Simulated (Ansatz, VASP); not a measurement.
## One calculation of AlN, two programs

```xyz
2
Lattice="0.0000 2.2016 2.2016 2.2016 0.0000 2.2016 2.2016 2.2016 0.0000" Properties=species:S:1:pos:R:3 pbc="T T T"
Al    0.0000    0.0000    0.0000
N     3.3024    3.3024    3.3024
```

Alike in both runs: task single point; functional PBE; k mesh 10 × 10 × 10; occupations gaussian, width 0.01 eV; no spin polarisation.

|  | VASP | Ansatz |
| --- | --- | --- |
| version | VASP 6.6.1 | Ansatz 0.2.0 |
| potentials or method | VASP PAW PBE potentials, release 64 (Al, N), cutoff 520 eV | scalar-relativistic, plane waves, PAW |
| valence electrons in the cell | 8 | 8 |

|  | VASP | Ansatz | Ansatz less VASP |
| --- | --- | --- | --- |
| gap on the k mesh at the Fermi level (eV) | 3.30 | 3.31 | +0.007 |
| least direct gap on the mesh (eV) | 3.98 | 3.98 | -0.009 |
| pressure (GPa) | -0.3 | 0.0 | +0.29 |
